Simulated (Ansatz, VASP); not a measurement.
One calculation of Si, two programs

```
Si
1.0
    -2.28743    2.37826    1.27382
     2.26193   -2.40376    1.27618
     2.24006    2.35874   -1.32119
Si
2
Direct
  0.80700 0.55700 0.25000
  0.19300 0.44300 0.75000
```

Change from the starting cell: equal xy, yz and zx shear strains of -2 %, PAW files.

Alike in both runs: task electric field gradients; functional PBE; k mesh 16 × 16 × 16; occupations fermi-dirac, width 0.05 eV; no spin polarisation.

|  | VASP | Ansatz |
| --- | --- | --- |
| version | VASP 6.6.1 | Ansatz 0.2.0 |
| potentials or method | VASP PAW PBE potentials, release 64 (Si) | PAW with Ansatz's default frozen-core files, scalar-relativistic |
| plane-wave cutoff (eV) | 520 | 420 |
| valence electrons in the cell | 8 | 8 |

```csv
,VASP,Ansatz,Ansatz less VASP
pressure (GPa),15.7,15.8,+0.10
"traceless stress, the component that is largest in VASP (GPa)",1.96,1.98,+0.013
rms of the force components (eV/Å),0.039,0.039,+0.0002
size of Vzz on the site where it differs most (V/Å²),26.2,26.0,-0.25
```

Atom by atom the forces differ by 0.002 eV/Å (rms over components).
